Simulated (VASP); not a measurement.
Runs of VASP 6.6.1 on BaHf3H2. The structure is that of space group P4/mmm (No. 123), or close to it. The cells are those of the table. The cell was generated, and may not be a known phase.

```csv
task,cell,k mesh,cutoff (eV),gap on the mesh (eV),pressure (GPa),relaxed volume (Å³/atom)
single point,"a = 4.336, b = 4.336, c = 6.265 Å, 6 atoms",10 × 10 × 6,520,none,0.2,-
single point,"a = 4.339, b = 4.339, c = 6.279 Å, 6 atoms",4 × 4 × 4,520,none,0.2,-
single point,"a = 4.331, b = 4.331, c = 6.332 Å, 6 atoms",4 × 4 × 2,520,none,0.1,-
single point,"a = 4.793, b = 4.793, c = 7.671 Å, 6 atoms",4 × 4 × 2,520,none,-9.4,-
relaxation of cell and atoms,"relaxed from a = 4.793, b = 4.793, c = 7.671 Å, 6 atoms",4 × 4 × 2,600,none,0.0,19.81
relaxation of cell and atoms,"relaxed from a = 4.331, b = 4.331, c = 6.332 Å, 6 atoms",4 × 4 × 4,600,none,-0.2,(a)
```

Alike in all rows: level PBE; potentials or basis VASP PAW PBE potentials, release 64 (Ba_sv, Hf_pv, H); no spin polarisation; smearing gaussian 0.1 eV.

Fill in the values left out.

(a) 19.84.

Caveats: some runs use coarse meshes; spin-orbit coupling is left out, which moves the levels of the heavy elements; the volume moved by over 15 % at a fixed basis, so the end points are rough (at least some runs).

A k mesh can miss the band edges, and the runs leave out spin-orbit coupling on Ba, Hf.

A gap of «none» marks levels without a gap at the run's occupations.
